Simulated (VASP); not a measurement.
# Hg (P6_3/mmc) in VASP: further runs

Runs on Hg. Level: PBEsol+D3(BJ). Tasks: single point.

Everything below comes from runs of VASP 6.6.1. Logs are shortened: lines on timing, memory, paths and dates and some standing lists are left out, and cuts for length are marked.

## Step 1: The cell of the first run

The structure is hexagonal, space group P6_3/mmc (No. 194). The conventional cell has a = 2.996 Å, b = 2.996 Å, c = 5.419 Å, α = 90.00°, β = 90.00°, γ = 120.00°. Within 3.9 Å of Hg (site symmetry -6m2) lie 12 Hg at 3.00 to 3.21 Å.

## Step 2: Single point, PBEsol+D3(BJ)

File INCAR:

```
SYSTEM = Hg
ALGO     = Fast           ! electronic algorithm
EDIFF    = 1E-7           ! SCF threshold, eV
ENCUT    = 520            ! plane-wave cutoff, eV
GGA      = PS             ! functional
ISIF     = 2              ! what is computed and relaxed
ISMEAR   = 0              ! smearing method
IVDW     = 12             ! dispersion correction
LASPH    = .True.         ! aspherical terms in the spheres
LCHARG   = .False.        ! write CHGCAR
LREAL    = .False.        ! projectors in reciprocal space
LWAVE    = .False.        ! write WAVECAR
NBANDS   = 19             ! bands
NELM     = 80             ! most SCF steps
PREC     = Accurate       ! precision mode
SIGMA    = 0.15           ! smearing width, eV
```

File KPOINTS:

```
k-points
0
Gamma
  18 18 10
  0 0 0
```

File POSCAR:

```
Hg
1.0
    2.9964000000      0.0000000000      0.0000000000
   -1.4982000000      2.5949585199      0.0000000000
    0.0000000000      0.0000000000      5.4194000000
Hg
2
Direct
    0.6666666667      0.3333333333      0.7500000000
    0.3333333333      0.6666666667      0.2500000000
```

Potentials or basis: VASP PAW PBE potentials, release 64 (Hg).

Started as:

```sh
cat potpaw_PBE.64/Hg/POTCAR > POTCAR
mpirun -np 1 vasp_std > vasp.out
```

OUTCAR:

```text
SYSTEM = Hg
   EDIFF = 1E-7
   ENCUT = 520
   GGA = PS
   ISIF = 2
   ISMEAR = 0
   IVDW = 12
   LASPH = .True.
   LREAL = .False.
   NELM = 80
   PREC = Accurate
 IVDW          = 12

 ion  position               nearest neighbor table
   1  0.667  0.333  0.750-   2 3.21   2 3.21   2 3.21   2 3.21   2 3.21   2 3.21
   2  0.333  0.667  0.250-   1 3.21   1 3.21   1 3.21   1 3.21   1 3.21   1 3.21

  LATTYP: Found a hexagonal cell.
 ALAT       =     2.9964000000
 C/A-ratio  =     1.8086370311

  Lattice vectors:

 A1 = (   2.9964000000,   0.0000000000,   0.0000000000)
 A2 = (  -1.4982000000,   2.5949585199,   0.0000000000)
 A3 = (   0.0000000000,   0.0000000000,   5.4194000000)

Analysis of symmetry for initial positions (statically):
=====================================================================
 Subroutine PRICEL returns:
 Original cell was already a primitive cell.

 Routine SETGRP: Setting up the symmetry group for a
 hexagonal supercell.

 Subroutine GETGRP returns: Found 24 space group operations
 (whereof 12 operations were pure point group operations)
 out of a pool of 24 trial point group operations.

The static configuration has the point symmetry D_3d.
 The point group associated with its full space group is D_6h.

Analysis of symmetry for dynamics (positions and initial velocities):
=====================================================================
 Subroutine PRICEL returns:
 Original cell was already a primitive cell.

 Routine SETGRP: Setting up the symmetry group for a
 hexagonal supercell.

 Subroutine GETGRP returns: Found 24 space group operations
 (whereof 12 operations were pure point group operations)
 out of a pool of 24 trial point group operations.

The dynamic configuration has the point symmetry D_3d.
 The point group associated with its full space group is D_6h.

 Subroutine INISYM returns: Found 24 space group operations
 (whereof 12 operations are pure point group operations),
 and found     1 'primitive' translations

----------------------------------------------------------------------------------------

                                     Primitive cell

  volume of cell :      42.1387

  direct lattice vectors                    reciprocal lattice vectors
     2.996400000  0.000000000  0.000000000     0.333733814  0.192681307  0.000000000
    -1.498200000  2.594958520  0.000000000     0.000000000  0.385362615  0.000000000
     0.000000000  0.000000000  5.419400000     0.000000000  0.000000000  0.184522272

  length of vectors
     2.996400000  2.996400000  5.419400000     0.385362615  0.385362615  0.184522272

  position of ions in fractional coordinates (direct lattice)
     0.666666667  0.333333333  0.750000000
     0.333333333  0.666666667  0.250000000

  ion indices of the primitive-cell ions
   primitive index   ion index
                 1           1
                 2           2

----------------------------------------------------------------------------------------

 KPOINTS: k-points

Automatic generation of k-mesh.
 Grid dimensions read from file:
 generate k-points for:   18   18   10

 Generating k-lattice:

  Cartesian coordinates                     Fractional coordinates (reciprocal lattice)
     0.018540767  0.010704517  0.000000000     0.055555556 -0.000000000  0.000000000
     0.000000000  0.021409034  0.000000000     0.000000000  0.055555556  0.000000000
     0.000000000  0.000000000  0.018452227     0.000000000  0.000000000  0.100000000

  Length of vectors
     0.021409034  0.021409034  0.018452227

  Shift w.r.t. Gamma in fractional coordinates (k-lattice)
     0.000000000  0.000000000  0.000000000

 Subroutine IBZKPT returns following result:
 ===========================================

 Found    222 irreducible k-points:

 Following reciprocal coordinates:
            Coordinates               Weight
  0.000000  0.000000  0.000000      1.000000
  0.055556 -0.000000  0.000000      6.000000
  0.111111 -0.000000  0.000000      6.000000
  0.166667  0.000000  0.000000      6.000000
  0.222222  0.000000  0.000000      6.000000
  0.277778 -0.000000  0.000000      6.000000
[... 16 lines left out ...]
  0.333333  0.111111  0.000000     12.000000
  0.388889  0.111111  0.000000     12.000000
 [... further k-points ...]
   k-points           NKPTS =    222   k-points in BZ     NKDIM =    222   number of bands    NBANDS=     19
   number of dos      NEDOS =    301   number of ions     NIONS =      2
   total plane-waves  NPLWV =  23040
   dimension x,y,z NGX =    24 NGY =   24 NGZ =   40
   dimension x,y,z NGXF=    48 NGYF=   48 NGZF=   80
   ions per type =               2
   NGX,Y,Z   is equivalent  to a cutoff of  13.32, 13.32, 12.27 a.u.
   NGXF,Y,Z  is equivalent  to a cutoff of  26.63, 26.63, 24.54 a.u.
 SYSTEM =  Hg
   PREC   = accura    normal or accurate (medium, high low for compatibility)
   ISTART =      0    job   : 0-new  1-cont  2-samecut
   ICHARG =      2    charge: 1-file 2-atom 10-const
   ISPIN  =      1    spin polarized calculation?
   LNONCOLLINEAR =      F non collinear calculations
   LSORBIT =      F    spin-orbit coupling
   LASPH  =      T    aspherical Exc in radial PAW
   ENCUT  =  520.0 eV  38.22 Ry    6.18 a.u.   5.57  5.57 10.08*2*pi/ulx,y,z
   NELM   =     80;   NELMIN=  2; NELMDL= -5     # of ELM steps
   EDIFF  = 0.1E-06   stopping-criterion for ELM
   LREAL  =      F    real-space projection
   EDIFFG = 0.1E-05   stopping-criterion for IOM
   NSW    =      0    number of steps for IOM
   IBRION =     -1    ionic relax: 0-MD 1-quasi-New 2-CG
   NFREE  =      0    steps in history (QN), initial steepest desc. (CG)
   ISIF   =      2    stress and relaxation
   ISYM   =      2    0-nonsym 1-usesym 2-fastsym
   POTIM  = 0.5000    time-step for ionic-motion
   TEBEG  =    0.0;   TEEND  =   0.0 temperature during run
   PSTRESS=    0.0 pullay stress
   NELECT =      24.0000    total number of electrons
   NUPDOWN=      -1.0000    fix difference up-down
   EMIN   =  10.00;   EMAX   =-10.00  energy-range for DOS
   EFERMI =   0.00;   METHOD = LEGACY
   ISMEAR =     0;   SIGMA  =   0.15  broadening in eV -4-tet -1-fermi 0-gaus
   EFERMI_NEDOS =   21; number of points for ismear=-14 and -15
   IALGO  =     68    algorithm
   IMIX   =      4    mixing-type and parameters
     AMIX     =   0.40;   BMIX     =  1.00
     AMIX_MAG =   1.60;   BMIX_MAG =  1.00
  volume/ion in A,a.u.               =      21.07       142.18
  Fermi-wavevector in a.u.,A,eV,Ry     =   1.357015  2.564387 25.055003  1.841491
  Thomas-Fermi vector in A             =   2.483970
   LORBIT       =      0    0 simple, 1 ext, 2 COOP (PROOUT), +10 PAW based schemes
   GGA     = PS    functional components
   LHFCALC =     F    Hartree Fock is set to
   AEXX    =    0.0000 exact exchange contribution
   IVDW    =    12    specifies the selected vdW correction
   LEPSILON=     F    determine dielectric tensor
   LRPA    =     F    only Hartree local field effects (RPA)
 non-spin polarized calculation
 RMM-DIIS sequential band-by-band and
 Gauss-broadening in eV      SIGMA  =   0.15
  energy-cutoff  :      520.00
  volume of cell :       42.14
 maximum number of plane-waves:      1164
 NGX is ok and might be reduce to    24
   NGX = 11   NGY = 11   NGZ = 21

 number of electron      23.9999997 magnetization

 Free energy of the ion-electron system (eV)
  ---------------------------------------------------
  ext. energy  EPLUGINS =         0.00000000
  ---------------------------------------------------
  free energy    TOTEN  =        -0.98237270 eV

  energy without entropy =       -0.97336218  energy(sigma->0) =       -0.97786744

 E-fermi :   3.6350     XC(G=0): -11.6792

 val. band max:        3.6049402319   @ k =   0.2778   0.2778   0.3000
 cond. band min:       3.6493242983   @ k =   0.3889   0.2222   0.4000
 fundamental gap:      0.0443840664
 Fermi energy:         3.6350435876

 k-point     1 :       0.0000    0.0000    0.0000
  band No.  band energies     occupation
      1      -6.6043      2.00000
      2      -5.4397      2.00000
      3      -4.2039      2.00000
      4      -3.8545      2.00000
      5      -3.8545      2.00000
      6      -3.7404      2.00000
[... 11 lines left out ...]
     18      19.0773      0.00000
     19      21.1538      0.00000

 k-point     2 :       0.0556   -0.0000    0.0000
  band No.  band energies     occupation
      1      -6.5171      2.00000
      2      -5.3768      2.00000
      3      -4.1909      2.00000
      4      -3.8668      2.00000
      5      -3.8104      2.00000
      6      -3.7600      2.00000
[... 11 lines left out ...]
     18      19.4942      0.00000
     19      21.4384      0.00000

 k-point     3 :       0.1111   -0.0000    0.0000
  band No.  band energies     occupation
      1      -6.2626      2.00000
      2      -5.2029      2.00000
      3      -4.1692      2.00000
      4      -3.8866      2.00000
      5      -3.7959      2.00000
      6      -3.6817      2.00000
[... 11 lines left out ...]
     18      19.8166      0.00000
     19      20.0840      0.00000

 k-point     4 :       0.1667    0.0000    0.0000
  band No.  band energies     occupation
      1      -5.8689      2.00000
      2      -4.9764      2.00000
      3      -4.1592      2.00000
      4      -3.9274      2.00000
      5      -3.7292      2.00000
      6      -3.4871      2.00000
[... 11 lines left out ...]
     18      18.3817      0.00000
     19      18.5106      0.00000

 k-point     5 :       0.2222    0.0000    0.0000
  band No.  band energies     occupation
      1      -5.4165      2.00000
      2      -4.8331      2.00000
      3      -4.0741      2.00000
      4      -3.9382      2.00000
      5      -3.7947      2.00000
      6      -3.4947      2.00000
[... 11 lines left out ...]
     18      17.7525      0.00000
     19      17.9424      0.00000

 k-point     6 :       0.2778   -0.0000    0.0000
  band No.  band energies     occupation
      1      -5.0861      2.00000
      2      -4.8519      2.00000
      3      -4.0888      2.00000
      4      -3.9394      2.00000
      5      -3.7040      2.00000
      6      -3.4162      2.00000
[... 11 lines left out ...]
     18      17.7824      0.00000
     19      18.3514      0.00000

 k-point     7 :       0.3333   -0.0000    0.0000
  band No.  band energies     occupation
      1      -5.0169      2.00000
      2      -4.9144      2.00000
      3      -4.3338      2.00000
      4      -3.7808      2.00000
      5      -3.5493      2.00000
      6      -3.4710      2.00000
[... 11 lines left out ...]
     18      17.8131      0.00000
     19      17.8278      0.00000

 k-point     8 :       0.3889    0.0000    0.0000
  band No.  band energies     occupation
      1      -5.0895      2.00000
      2      -4.9565      2.00000
      3      -4.5150      2.00000
      4      -3.6528      2.00000
      5      -3.6291      2.00000
      6      -3.5314      2.00000
[... 256 lines left out ...]
 k-point    20 :       0.1667    0.1111    0.0000
  band No.  band energies     occupation
      1      -5.1798      2.00000
      2      -4.6406      2.00000
      3      -4.2261      2.00000
      4      -3.9677      2.00000
      5      -3.8408      2.00000
      6      -3.6727      2.00000
[... 11 lines left out ...]
     18      17.5971      0.00000
     19      17.9197      0.00000

 k-point    21 :       0.2222    0.1111    0.0000
  band No.  band energies     occupation
      1      -4.8270      2.00000
      2      -4.6621      2.00000
      3      -4.1058      2.00000
      4      -4.0024      2.00000
      5      -3.9126      2.00000
      6      -3.6330      2.00000
[... 11 lines left out ...]
     18      17.1116      0.00000
     19      17.1171      0.00000

 k-point    22 :       0.2778    0.1111    0.0000
  band No.  band energies     occupation
      1      -4.7915      2.00000
      2      -4.7143      2.00000
      3      -4.3261      2.00000
      4      -3.7584      2.00000
      5      -3.7017      2.00000
      6      -3.6248      2.00000
[... 11 lines left out ...]
     18      16.3766      0.00000
     19      16.6471      0.00000

 k-point    23 :       0.3333    0.1111    0.0000
  band No.  band energies     occupation
      1      -4.8924      2.00000
      2      -4.7481      2.00000
      3      -4.4892      2.00000
      4      -3.7391      2.00000
      5      -3.6069      2.00000
      6      -3.5108      2.00000
[... 11 lines left out ...]
     18      15.7850      0.00000
     19      16.2979      0.00000

 k-point    24 :       0.3889    0.1111    0.0000
  band No.  band energies     occupation
      1      -4.9630      2.00000
      2      -4.7892      2.00000
      3      -4.5890      2.00000
      4      -3.7439      2.00000
      5      -3.6059      2.00000
      6      -3.5055      2.00000
[... 11 lines left out ...]
     18      15.4005      0.00000
     19      16.0846      0.00000

 [... further k-points ...]

------------------------ aborting loop because EDIFF is reached ----------------------------------------

 Edisp (eV)   -0.95110

 E8    (eV) :    -0.6455

  FORCE on cell =-STRESS in cart. coord.  units (eV):
  Direction    XX          YY          ZZ          XY          YZ          ZX
  --------------------------------------------------------------------------------------
  -------------------------------------------------------------------------------------
  Total       0.86762     0.86762     0.34248     0.00000    -0.00000     0.00000
  in kB      32.98803    32.98803    13.02153     0.00000    -0.00000     0.00000
  external pressure =       26.33 kB  Pullay stress =        0.00 kB

 VOLUME and BASIS-vectors are now :
 -----------------------------------------------------------------------------
  energy-cutoff  :      520.00
  volume of cell :       42.14
      direct lattice vectors                 reciprocal lattice vectors
     2.996400000  0.000000000  0.000000000     0.333733814  0.192681307  0.000000000
    -1.498200000  2.594958520  0.000000000     0.000000000  0.385362615  0.000000000
     0.000000000  0.000000000  5.419400000     0.000000000  0.000000000  0.184522272

 POSITION                                       TOTAL-FORCE (eV/Angst)
 -----------------------------------------------------------------------------------
      1.49820      0.86499      4.06455        -0.000000      0.000000      0.000000
     -0.00000      1.72997      1.35485         0.000000     -0.000000      0.000000
 -----------------------------------------------------------------------------------
    total drift:                                0.000000     -0.000000      0.000000

  FREE ENERGIE OF THE ION-ELECTRON SYSTEM (eV)
  ---------------------------------------------------
  free  energy   TOTEN  =        -1.9334700396 eV

  energy  without entropy=       -1.9244595189  energy(sigma->0) =       -1.92896478
```

It took 3 min on 1 thread of Intel Xeon 8259CL, shared host; peak memory 0.28 GiB.

Results:

- Free energy: -1.9335 eV
- Pressure: 2.6 GPa
- Band gap on the k mesh: zero (bands 12 and 13 overlap by 2.98 eV)
- Dispersion energy per atom: -0.476 eV

Levels at points of the mesh, in eV from the Fermi level:
```csv
k point,band 10,band 11,band 12,band 13,band 14,band 15
"(0.00, 0.00, 0.00)",-6.15,-6.15,-2.78,-2.59,12.03,13.90
"(0.50, 0.00, 0.00)",-5.75,-2.27,-1.89,2.14,2.52,3.81
"(0.00, 0.00, 0.50)",-6.38,-6.38,-6.38,5.07,5.07,14.21
"(0.50, 0.00, 0.50)",-5.77,-1.45,-1.45,-0.20,-0.20,8.97
```

Caveat: the PAW data sets were made with another functional, which shifts forces and pressure a little; spin-orbit coupling is left out, which moves the levels of the heavy elements.

[end of part 1 of 2]
